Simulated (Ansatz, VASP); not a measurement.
## One calculation of InP, two programs

```xyz
2
Lattice="0.0000 2.8906 3.0247 2.8906 0.0000 3.0247 2.8906 2.8906 0.0000" Properties=species:S:1:pos:R:3 pbc="T T T"
In    0.0000    0.0000    0.0000
P     4.3359    4.3359    4.5371
```

Change from the starting cell: strain -0.030 along x and y, +0.015 along z, atoms carried along.

Alike in both runs: task single point; functional PBE; k mesh 10 × 10 × 10; occupations gaussian, width 0.05 eV; no spin polarisation.

|  | VASP | Ansatz |
| --- | --- | --- |
| version | VASP 6.6.1 | Ansatz 0.2.0 |
| potentials or method | VASP PAW PBE potentials, release 64 (In_d, P), cutoff 520 eV | scalar-relativistic, plane waves, PAW |
| valence electrons in the cell | 18 | 18 |

|  | VASP | Ansatz | Ansatz less VASP |
| --- | --- | --- | --- |
| gap on the k mesh at the Fermi level (eV) | 0.60 | 0.61 | +0.003 |
| least direct gap on the mesh (eV) | 0.60 | 0.61 | +0.003 |
| pressure (GPa) | 2.9 | 3.0 | +0.05 |
| traceless stress, the component that is largest in VASP (GPa) | -1.32 | -1.32 | 0.000 |
